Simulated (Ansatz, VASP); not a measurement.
## AlN: VASP beside Ansatz

INCAR

```
SYSTEM = AlN
PREC = Accurate
ENCUT = 520
EDIFF = 1E-6
ISMEAR = 0
SIGMA = 0.05
LREAL = .False.
LASPH = .True.
NELM = 100
ALGO = Normal
ISIF = 2
LWAVE = .False.
LCHARG = .False.
GGA = PS
NBANDS = 16
```

KPOINTS

```
regular mesh
0
Gamma
  9 9 6
  0 0 0
```

The input POSCAR:

```
AlN
1.0
    3.2816000000      0.0000000000      0.0000000000
   -1.6408000000      2.8419489650      0.0000000000
    0.0000000000      0.0000000000      4.2642000000
Al N
2 2
Direct
    0.3333333333      0.6666666667      0.7500000000
    0.6666666667      0.3333333333      0.2500000000
    0.3333333333      0.6666666667      0.2500000000
    0.6666666667      0.3333333333      0.7500000000
```

Input for Ansatz:

```yaml
crystal:
  lattice:
    - [3.2816, 0.0, 0.0]
    - [-1.6408, 2.841948965, 0.0]
    - [0.0, 0.0, 4.2642]
  atoms:
    - { symbol: Al, position: [0.3333333333, 0.6666666667, 0.75] }
    - { symbol: Al, position: [0.6666666667, 0.3333333333, 0.25] }
    - { symbol: "N", position: [0.3333333333, 0.6666666667, 0.25] }
    - { symbol: "N", position: [0.6666666667, 0.3333333333, 0.75] }
basis:
  ecutwfc: 520.0
kpoints:
  mp_grid: { grid: [9, 9, 6] }
hamiltonian:
  xc: pbesol
  pseudopotentials: { kind: paw, azcp: { folder: soft_1 } }
scf:
  occupations: { method: gaussian, width: 0.05 }
output:
  forces: true
  stress: true
  eigenvalues: true
```

Alike in both runs: task single point; functional PBEsol; k mesh 9 × 9 × 6; occupations gaussian, width 0.05 eV; no spin polarisation.

|  | VASP | Ansatz |
| --- | --- | --- |
| version | VASP 6.6.1 | Ansatz 0.2.0 |
| potentials or method | VASP PAW PBE potentials, release 64 (Al, N), cutoff 520 eV | scalar-relativistic, plane waves, PAW |
| valence electrons in the cell | 16 | 16 |

```csv
,VASP,Ansatz,Ansatz less VASP
gap on the k mesh at the Fermi level (eV),3.12,3.11,-0.014
least direct gap on the mesh (eV),3.12,3.11,-0.014
pressure (GPa),-2.4,-2.4,0.00
"traceless stress, the component that is largest in VASP (GPa)",-3.85,-3.80,+0.048
```

VASP's potentials were made for PBE, not for PBEsol, and Ansatz warns of the same on its side. The functional is the same, so the differences come from potentials, cutoffs and numerics.
